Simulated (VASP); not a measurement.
Wanted: the native input for a VASP 6.6.1 run.

| Quantity | Value |
| --- | --- |
| Task | relaxation of cell and atoms |
| Functional | PBE |
| Potentials or basis | VASP PAW PBE potentials, release 64 (K_sv, I) |
| Cutoff | 600 eV |
| k mesh | 6 × 6 × 4 |
| Occupations | gaussian, width 0.02 eV |
| Spin | no spin polarisation |
| Dipole correction | no |
| Further INCAR settings | ALGO = Normal; EDIFF = 1e-07; IBRION = 2; EDIFFG = -0.01; NSW = 100; ISIF = 3 |

The structure of KI lies in POSCAR:

```
KI
1.0
    5.6976994280      0.0000000000      0.0000000000
   -2.8488497140      4.9343524478      0.0000000000
    0.0000000000      0.0000000000      9.0247805609
K I
2 2
Direct
    0.3333333333      0.6666666667      0.9945070145
    0.6666666667      0.3333333333      0.4945070145
    0.3333333333      0.6666666667      0.3786279155
    0.6666666667      0.3333333333      0.8786279155
```

These files were run (other wordings do the same):

INCAR

```
SYSTEM = KI
ALGO = Normal
EDIFF = 1E-7
EDIFFG = -0.01
ENCUT = 600
GGA = PE
IBRION = 2
ISIF = 3
ISMEAR = 0
LASPH = .True.
LCHARG = .False.
LREAL = .False.
LWAVE = .False.
NELM = 80
NSW = 100
PREC = Accurate
SIGMA = 0.02
```

KPOINTS

```
k-points
0
Gamma
  6 6 4
  0 0 0
```

Potentials or basis: VASP PAW PBE potentials, release 64 (K_sv, I).

Run with:

```sh
$ cat potpaw_PBE.64/K_sv/POTCAR potpaw_PBE.64/I/POTCAR > POTCAR
$ mpirun -np 1 vasp_std > vasp.out
```

Results of the run:

```
Relaxed volume                        : 57.41 Å³/atom
Relaxed cell                          : a = 6.100 Å, b = 6.100 Å, c = 7.128 Å, α = 90.00°, β = 90.00°, γ = 120.00°
Space group after relaxing (to 0.1 Å) : P6_3/mmc (No. 194)
Pressure after relaxing               : 0.0 GPa
Band gap on the k mesh                : 3.74 eV
```

Caveat: a cell axis changed by over 15 % at a fixed basis, so the end point is rough; spin-orbit coupling is left out, which moves the levels of the heavy elements.

Run time: 48 min on 1 thread of Intel(R) Xeon(R) Platinum 8259CL CPU @ 2.50GHz (Skylake/Cascade Lake), on a shared host, peak memory 0.53 GiB.
